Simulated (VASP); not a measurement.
Here is a VASP 6.6.1 calculation.

Contents of INCAR:

```
SYSTEM = As3O2
ALGO = Normal
EDIFF = 1E-6
ENCUT = 520
GGA = PE
ISIF = 2
ISMEAR = 0
LASPH = .True.
LCHARG = .False.
LREAL = .False.
LWAVE = .False.
NBANDS = 38
NELM = 60
PREC = Accurate
SIGMA = 0.1
```

The input KPOINTS:

```
k-points
0
Gamma
  4 4 4
  0 0 0
```

File POSCAR:

```
As3O2
1.0
    0.0000000000      2.8769346047      5.1839096065
    5.4914504701      0.0000000000      5.1839096065
    5.4914504701      2.8769346047      0.0000000000
As O
6 4
Direct
    0.8283582832      0.8283582832      0.1716417168
    0.1716417168      0.1716417168      0.8283582832
    0.4992814959      0.2204306309      0.5007185041
    0.7795693691      0.5007185041      0.2204306309
    0.5007185041      0.7795693691      0.4992814959
    0.2204306309      0.4992814959      0.7795693691
    0.2500000000      0.2500000000      0.2500000000
    0.7500000000      0.7500000000      0.7500000000
    0.7171444015      0.2828555985      0.7171444015
    0.2828555985      0.7171444015      0.2828555985
```

Potentials or basis: VASP PAW PBE potentials, release 64 (As, O).

Command:

```bash
$ cat potpaw_PBE.64/As/POTCAR potpaw_PBE.64/O/POTCAR > POTCAR
$ mpirun -np 1 vasp_std > vasp.out
```

Q: Predict the largest force.

A: 0.096 eV/Å.

Q: What does it give for the pressure?

A: 0.2 GPa.

Q: Predict the band gap on the k mesh.

A: Zero (bands 27 and 28 overlap by 0.24 eV).

Stress tensor (GPa, compression positive):
```
0.39 0.00 0.00
0.00 0.02 0.00
0.00 0.00 0.17
```
